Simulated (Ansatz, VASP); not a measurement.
Two plane-wave programs on MgO

```xyz
2
Lattice="0.0000 2.2354 2.2354 2.2354 0.0000 2.2354 2.2354 2.2354 0.0000" Properties=species:S:1:pos:R:3 pbc="T T T"
Mg    0.0000    0.0000    0.0000
O     1.1177    1.1177    1.1177
```

Alike in both runs: task single point; functional r2SCAN; k mesh 8 × 8 × 8; no spin polarisation.

```csv
,VASP,Ansatz
version,VASP 6.6.1,Ansatz 0.2.0
potentials or method,"VASP PAW PBE potentials, release 64 (Mg_sv, O)","plane waves, PAW"
plane-wave cutoff (eV),920,500
occupations,"gaussian, width 0.01 eV",fixed
valence electrons in the cell,16,16
```

Ansatz gave:

```
gap on the k mesh at the Fermi level (eV) : 4.72
pressure (GPa)                            : 8.8
```

Task: Which values does VASP return?

Result: gap on the k mesh at the Fermi level (eV): 4.72; pressure (GPa): 9.4.

VASP's potentials were made for PBE, not for r2SCAN.
